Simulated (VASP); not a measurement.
Input of a VASP 6.6.1 run:

INCAR

```
PREC = Accurate ; ENCUT = 520
EDIFF = 1E-7 ; ISMEAR = 0
SIGMA = 0.02 ; LREAL = False
LASPH = True ; NELM = 60
ALGO = Normal ; ISIF = 2
LWAVE = False ; LCHARG = False
GGA = PE ; NBANDS = 44
```

File KPOINTS:

```
regular mesh
0
Gamma
  6 6 6
```

The input POSCAR:

```
SiO2
1.0
    0.0000000000      4.5173444150      7.2470356761
    2.2617490949      0.0000000000      7.2470356761
    2.2617490949      4.5173444150      0.0000000000
Si O
4 8
Direct
    0.5610127490      0.5610127490      0.9389872510
    0.3110127490      0.3110127490      0.6889872510
    0.6889872510      0.6889872510      0.3110127490
    0.9389872510      0.9389872510      0.5610127490
    0.6250000000      0.1250000000      0.6250000000
    0.6250000000      0.6250000000      0.1250000000
    0.6250000000      0.6250000000      0.6250000000
    0.1250000000      0.6250000000      0.6250000000
    0.1703993901      0.8296006099      0.1703993901
    0.8296006099      0.1703993901      0.8296006099
    0.4203993901      0.0796006099      0.4203993901
    0.0796006099      0.4203993901      0.0796006099
```

Potentials or basis: VASP PAW PBE potentials, release 64 (Si, O).

Command:

```bash
$ cat potpaw_PBE.64/Si/POTCAR potpaw_PBE.64/O/POTCAR > POTCAR
$ mpirun -np 1 vasp_std > vasp.out
```

Predict the pressure.

18.0 GPa.

What does it give for the band gap on the k mesh?

5.94 eV.

Predict the largest force.

0.053 eV/Å.

Stress tensor (GPa, compression positive):
```
18.07  0.00  0.00
 0.00 17.77  0.00
 0.00  0.00 18.10
```

Caveat: the cell stands under pressure. A k mesh can miss the band edges.
